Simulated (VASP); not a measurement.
# As (P6_3/mmc) in VASP: a series of runs, part 2 of 2

VASP 6.6.1.

## (3) Relaxation of cell and atoms, PBE, target pressure 120 GPa, at which the enthalpy is minimised

This run uses another cell than the first one, of 11.66 Å³/atom, 1.006 times its volume.

The input, INCAR:

```
SYSTEM = As
ALGO = Normal
EDIFF = 1E-6
EDIFFG = -0.005
ENCUT = 600
GGA = PE
IBRION = 2
ISIF = 3
ISMEAR = -1
LASPH = .True.
LCHARG = .False.
LREAL = .False.
LWAVE = .False.
NELM = 80
NSW = 60
PREC = Accurate
PSTRESS = 1200.0
SIGMA = 0.05
```

The input, KPOINTS:

```
k-points
0
Gamma
  17 17 9
  0 0 0
```

The input, POSCAR:

```
As
1.0
    2.5519246164      0.0000000000      0.0000000000
   -1.2759623082      2.2100315464      0.0000000000
    0.0000000000      0.0000000000      4.1341178786
As
2
Direct
    0.3333333333      0.6666666667      0.2500000000
    0.6666666667      0.3333333333      0.7500000000
```

Potentials or basis: VASP PAW PBE potentials, release 64 (As).

Started as:

```sh
> cat potpaw_PBE.64/As/POTCAR > POTCAR
> mpirun -np 1 vasp_std > vasp.out
```

OUTCAR:

```text
SYSTEM = As
   EDIFF = 1E-6
   EDIFFG = -0.005
   ENCUT = 600
   GGA = PE
   IBRION = 2
   ISIF = 3
   ISMEAR = -1
   LASPH = .True.
   LREAL = .False.
   NELM = 80
   NSW = 60
   PREC = Accurate
   PSTRESS = 1200.0

 ion  position               nearest neighbor table
   1  0.333  0.667  0.250-   2 2.54   2 2.54   2 2.54   2 2.54   2 2.54   2 2.54
   2  0.667  0.333  0.750-   1 2.54   1 2.54   1 2.54   1 2.54   1 2.54   1 2.54

  LATTYP: Found a hexagonal cell.
 ALAT       =     2.5519246164
 C/A-ratio  =     1.6200000000

  Lattice vectors:

 A1 = (   2.5519246164,   0.0000000000,   0.0000000000)
 A2 = (  -1.2759623082,   2.2100315464,   0.0000000000)
 A3 = (   0.0000000000,   0.0000000000,   4.1341178786)

Analysis of symmetry for initial positions (statically):
=====================================================================
 Subroutine PRICEL returns:
 Original cell was already a primitive cell.

 Routine SETGRP: Setting up the symmetry group for a
 hexagonal supercell.

 Subroutine GETGRP returns: Found 24 space group operations
 (whereof 12 operations were pure point group operations)
 out of a pool of 24 trial point group operations.

The static configuration has the point symmetry D_3d.
 The point group associated with its full space group is D_6h.

Analysis of symmetry for dynamics (positions and initial velocities):
=====================================================================
 Subroutine PRICEL returns:
 Original cell was already a primitive cell.

 Routine SETGRP: Setting up the symmetry group for a
 hexagonal supercell.

 Subroutine GETGRP returns: Found 24 space group operations
 (whereof 12 operations were pure point group operations)
 out of a pool of 24 trial point group operations.

The dynamic configuration has the point symmetry D_3d.
 The point group associated with its full space group is D_6h.

 Subroutine INISYM returns: Found 24 space group operations
 (whereof 12 operations are pure point group operations),
 and found     1 'primitive' translations

[... 124 lines left out ...]
   LRPA    =     F    only Hartree local field effects (RPA)
 conjugate gradient relaxation of ions
 non-spin polarized calculation
  energy-cutoff  :      600.00
  volume of cell :       23.32
 maximum number of plane-waves:       789
   NGX = 11   NGY = 11   NGZ = 17

--------------------------------------- Ionic step        1  -------------------------------------------

 number of electron      10.0000000 magnetization

 Free energy of the ion-electron system (eV)
  ---------------------------------------------------
  ext. energy  EPLUGINS =         0.00000000
  ---------------------------------------------------
  free energy    TOTEN  =        -4.69427423 eV

  energy without entropy =       -4.68578614  energy(sigma->0) =       -4.69003018

------------------------ aborting loop because EDIFF is reached ----------------------------------------

  FORCE on cell =-STRESS in cart. coord.  units (eV):
  Direction    XX          YY          ZZ          XY          YZ          ZX
  --------------------------------------------------------------------------------------
  -------------------------------------------------------------------------------------
  Total       17.8700593     17.8700593     16.6705696      0.0000000     -0.0000000      0.0000000
  in kB     1227.9690083   1227.9690084   1145.5442024      0.0000000     -0.0000000      0.0000000
  external PRESSURE =       0.4940730 kB  Pullay stress =    1200.0000000 kB
[... 139 lines left out ...]
--------------------------------------- Ionic step        5  -------------------------------------------

 number of electron      10.0000001 magnetization

 Free energy of the ion-electron system (eV)
  ---------------------------------------------------
  ext. energy  EPLUGINS =         0.00000000
  ---------------------------------------------------
  free energy    TOTEN  =        -4.70798995 eV

  energy without entropy =       -4.70170903  energy(sigma->0) =       -4.70484949

 E-fermi :  13.4849     XC(G=0): -13.0616

 val. band max:       13.4754740214   @ k =   0.1176   0.1176   0.2222
 cond. band min:      13.5051351964   @ k =   0.2353   0.2353   0.2222
 fundamental gap:      0.0296611750
 Fermi energy:        13.4848997721

 k-point     1 :       0.0000    0.0000    0.0000
  band No.  band energies     occupation
      1      -7.3853      2.00000
      2       1.3322      2.00000
      3       2.3906      2.00000
      4      20.0237      0.00000
      5      20.0237      0.00000
      6      22.8162      0.00000
      7      22.8162      0.00000
      8      25.3417      0.00000
      9      25.9529      0.00000
[... 265 lines left out ...]
 k-point    24 :       0.1765    0.1765    0.0000
  band No.  band energies     occupation
      1      -4.5171      2.00000
      2       4.0360      2.00000
      3       5.3060      2.00000
      4       9.3659      2.00000
      5      10.7376      2.00000
      6      17.7189      0.00000
      7      18.2458      0.00000
      8      18.3228      0.00000
      9      21.9615      0.00000

 [... further k-points ...]
[... 5 lines left out ...]
  --------------------------------------------------------------------------------------
  -------------------------------------------------------------------------------------
  Total       17.4586168     17.4586168     17.4678710     -0.0000000      0.0000000      0.0000000
  in kB     1199.4237861   1199.4237862   1200.0595636     -0.0000000      0.0000000      0.0000000
  external PRESSURE =      -0.3642880 kB  Pullay stress =    1200.0000000 kB
[... 21 lines left out ...]
  energy  without entropy=       -4.7017090318  energy(sigma->0) =       -4.70484949

  enthalpy is  TOTEN    =        12.7590140953 eV   P V=       17.4670040500

 reached required accuracy - stopping structural energy minimisation
```

CONTCAR:

```text
As
   1.00000000000000
     2.5694909457938855    0.0000000000000000    0.0000000000000000
    -1.2847454728969427    2.2252444339398147   -0.0000000000000000
     0.0000000000000000   -0.0000000000000000    4.0787110756183980
  As
     2
Direct
     0.3333333332999970    0.6666666667000030    0.2500000000000000
     0.6666666667000030    0.3333333332999970    0.7500000000000000

  0.00000000E+00  0.00000000E+00  0.00000000E+00
  0.00000000E+00  0.00000000E+00  0.00000000E+00
```

Wall time 30 s (1 thread of Intel Xeon 6975P-C (Granite Rapids), shared host); peak memory 0.17 GiB.

Results:

| Item | Value |
| --- | --- |
| Free energy | -4.7080 eV |
| Relaxed volume | 11.66 Å³/atom |
| Relaxed cell | a = 2.569 Å, b = 2.569 Å, c = 4.079 Å, α = 90.00°, β = 90.00°, γ = 120.00° |
| Space group after relaxing (to 0.05 Å) | P6_3/mmc (No. 194) |
| Energy change on relaxing (the enthalpy is what falls) | -6.9 meV/atom |
| Ionic steps | 5 |
| Pressure after relaxing | 120.0 GPa |
| Band gap on the k mesh | zero (band 5 reaches 21.47 eV, above the bottom of band 6 at 7.67 eV) |

Step by step:
| step | energy change (eV) | largest force (eV/Å) | pressure (GPa) | volume (Å³) |
| --- | --- | --- | --- | --- |
| 1 | 0.0000 | 0.0000 | 120.05 | 23.32 |
| 2 | -0.0123 | 0.0000 | 120.18 | 23.32 |
| 3 | -0.0137 | 0.0000 | 120.00 | 23.32 |
| 4 | -0.0137 | 0.0000 | 119.95 | 23.32 |
| 5 | -0.0137 | 0.0000 | 119.96 | 23.32 |

Final structure:
```cif
data_structure
_symmetry_space_group_name_H-M 'P 1'
_symmetry_Int_Tables_number 1
_cell_length_a 2.5695
_cell_length_b 2.5695
_cell_length_c 4.0787
_cell_angle_alpha 90.000
_cell_angle_beta 90.000
_cell_angle_gamma 120.000
_cell_volume 23.32
loop_
_atom_site_label
_atom_site_type_symbol
_atom_site_fract_x
_atom_site_fract_y
_atom_site_fract_z
_atom_site_occupancy
As1 As 0.33333 0.66667 0.25000 1
As2 As 0.66667 0.33333 0.75000 1
```

Caveat: the cell is relaxed towards a set pressure, so the enthalpy falls and the energy may rise.

## (4) Single point, PBE

The input, INCAR:

```
SYSTEM = As
PREC = Accurate
ENCUT = 520
EDIFF = 1E-6
ISMEAR = -1
SIGMA = 0.05
LREAL = .False.
LASPH = .True.
NELM = 80
ALGO = Normal
ISIF = 2
LWAVE = .False.
LCHARG = .False.
GGA = PE
NBANDS = 12
```

The input, KPOINTS:

```
regular mesh
0
Gamma
  17 17 9
  0 0 0
```

The input, POSCAR:

```
As
1.0
    2.5641950219      0.0000000000      0.0000000000
   -1.2820975110      2.2206580293      0.0000000000
    0.0000000000      0.0000000000      4.0702959788
As
2
Direct
    0.3333333333      0.6666666667      0.2500000000
    0.6666666667      0.3333333333      0.7500000000
```

Started as:

```sh
> cat potpaw_PBE.64/As/POTCAR > POTCAR
> mpirun -np 1 vasp_std > vasp.out
```

Run time: 13 s. Hardware: 1 thread of Intel Xeon Platinum 8559C (Emerald Rapids), shared host; peak memory 0.16 GiB.

It converged, with:

| Item | Value |
| --- | --- |
| Free energy | -4.5986 eV |
| Pressure | 123.1 GPa |
| Band gap on the k mesh | zero (band 5 reaches 21.63 eV, above the bottom of band 6 at 7.74 eV) |

Stress tensor (GPa, compression positive):
```
123.00   0.00   0.00
  0.00 123.00   0.00
  0.00   0.00 123.34
```

Levels at points of the mesh, in eV from the Fermi level:
| k point | band 1 | band 2 | band 3 | band 4 | band 5 | band 6 | band 7 | band 8 | band 9 | band 10 |
| --- | --- | --- | --- | --- | --- | --- | --- | --- | --- | --- |
| (0.00, 0.00, 0.00) | -20.96 | -12.19 | -11.16 | 6.58 | 6.58 | 9.38 | 9.38 | 11.95 | 12.52 | 13.12 |

## (5) Single point, PBE

INCAR, as its differences from that of step 4:

```diff
@@ -8,3 +8,3 @@
 LASPH = .True.
-NELM = 80
+NELM = 100
 ALGO = Normal
```

The input, KPOINTS:

```
Automatic mesh
0
Gamma
  17 17 9
  0 0 0
```

The input, POSCAR:

```
As
1.0
    2.5643915137      0.0000000000      0.0000000000
   -1.2821957569      2.2208281961      0.0000000000
    0.0000000000      0.0000000000      4.0706201161
As
2
Direct
    0.3333333333      0.6666666667      0.2500000000
    0.6666666667      0.3333333333      0.7500000000
```

Started as:

```sh
> cat potpaw_PBE.64/As/POTCAR > POTCAR
> mpirun -np 1 vasp_std > vasp.out
```

It took 13 s on 1 thread of Intel Xeon Platinum 8559C (Emerald Rapids), shared host; peak memory 0.16 GiB.

The run converged. Its results:

| Property | Result |
| --- | --- |
| Free energy | -4.6027 eV |
| Pressure | 123.0 GPa |
| Band gap on the k mesh | zero (band 5 reaches 21.62 eV, above the bottom of band 6 at 7.74 eV) |

Stress tensor (GPa, compression positive):
```
122.88   0.00   0.00
  0.00 122.88   0.00
  0.00   0.00 123.21
```

Levels at points of the mesh, in eV from the Fermi level:
```csv
k point,band 2,band 3,band 4,band 5,band 6,band 7,band 8,band 9
"(0.00, 0.00, 0.00)",-12.18,-11.16,6.58,6.58,9.38,9.38,11.94,12.52
```

## (6) Summary

```tsv
task	cell	cutoff (eV)	gap on the mesh (eV)	pressure (GPa)
relaxation of cell and atoms	relaxed to 120 GPa from a = 2.564, b = 2.564, c = 4.070 Å, angles 90.0, 90.0, 120.0°, 2 atoms	600	none	120.0
relaxation of cell and atoms	relaxed to 120 GPa from a = 2.552, b = 2.552, c = 4.134 Å, angles 90.0, 90.0, 120.0°, 2 atoms	600	none	120.0
single point	a = 2.564, b = 2.564, c = 4.070 Å, angles 90.0, 90.0, 120.0°, 2 atoms	520	none	123.1
single point	a = 2.564, b = 2.564, c = 4.071 Å, angles 90.0, 90.0, 120.0°, 2 atoms	520	none	123.0
```

Alike in all rows: level PBE; potentials or basis VASP PAW PBE potentials, release 64 (As); no spin polarisation; k mesh 17 × 17 × 9; smearing fermi-dirac 0.05 eV.

Caveats: the cell is relaxed towards a set pressure, so the enthalpy falls and the energy may rise (some runs).

Absolute energies hang on the potentials; compare differences alone.
